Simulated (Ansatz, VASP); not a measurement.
Si in VASP and in Ansatz

```
Si
1.0
    -1.62691    1.62691    1.32033
     1.62691   -1.62691    1.32033
     1.62691    1.62691   -1.32033
Si
1
Direct
  0.00000 0.00000 0.00000
```

Alike in both runs: task single point; functional PBE-based screened hybrid; k mesh 7 × 7 × 7; occupations fermi-dirac, width 0.05 eV; no spin polarisation.

```csv
,VASP,Ansatz
version,VASP 6.6.1,Ansatz 0.2.0
potentials or method,"VASP PAW PBE potentials, release 64 (Si), cutoff 520 eV",all-electron PAW datasets made for the crystal
```

|  | VASP | Ansatz | Ansatz less VASP |
| --- | --- | --- | --- |
| gap on the k mesh at the Fermi level (eV) | none | none | - |
| pressure (GPa) | 1.3 | 1.6 | +0.35 |
| traceless stress, the component that is largest in VASP (GPa) | -3.39 | -3.36 | +0.033 |

VASP's potentials were made for PBE, not for PBE-based screened hybrid. A gap of «none» marks a metal or a gap that the smearing closes. Ansatz ran all-electron here, and VASP with PAW potentials.

The k mesh is coarse, so the values compare programs but aren't converged. Noted on Ansatz's run: the k mesh is thin for a metal, which can move the energy by tens of meV per atom; the program warned that the printed levels may be off, so bands, gaps and densities of states are rough.
